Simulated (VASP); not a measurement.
Crystal: RbTe2.

```xyz
3
Lattice="0.0000 3.7394 3.7394 3.7394 0.0000 3.7394 3.7394 3.7394 0.0000" Properties=species:S:1:pos:R:3 pbc="T T T"
Rb    0.0000    0.0000    0.0000
Te    1.8697    1.8697    1.8697
Te    5.6092    5.6092    5.6092
```

| Quantity | Value |
| --- | --- |
| Program | VASP 6.6.1 |
| Task | relaxation of cell and atoms |
| Functional | PBE |
| Potentials or basis | VASP PAW PBE potentials, release 64 (Rb_sv, Te) |
| Cutoff | 600 eV |
| k mesh | 4 × 4 × 4 |
| Occupations | gaussian, width 0.1 eV |
| Spin | no spin polarisation |

At the start: pressure 5.7 GPa; volume 34.86 Å³/atom.

Question: How do energy, volume and symmetry change on relaxing?

Answer: Over 4 steps the energy falls by 122.5 meV/atom and the volume is 43.53 Å³/atom (+24.9 %); space group Fm-3m (No. 225, to 0.1 Å) before and after.

Step by step:
| step | energy change (eV) | largest force (eV/Å) | pressure (GPa) | volume (Å³) |
| --- | --- | --- | --- | --- |
| 1 | 0.0000 | 0.0000 | 5.65 | 104.58 |
| 2 | -0.3527 | 0.0000 | 0.80 | 124.32 |
| 3 | -0.3658 | 0.0000 | -0.23 | 132.56 |
| 4 | -0.3674 | 0.0000 | -0.01 | 130.59 |

Final structure:
```yaml
crystal:
  lattice:
    - [0.00000, 4.02678, 4.02678]
    - [4.02678, 0.00000, 4.02678]
    - [4.02678, 4.02678, 0.00000]
  atoms:
    - { symbol: Rb, position: [0.00000, 0.00000, 0.00000] }
    - { symbol: Te, position: [0.25000, 0.25000, 0.25000] }
    - { symbol: Te, position: [0.75000, 0.75000, 0.75000] }
```

Caveat: the k points lie up to 0.34 Å⁻¹ apart in the final cell, too coarse for converged energies and pressures of a metal; the volume moved by over 15 % at a fixed basis, so the end points are rough.
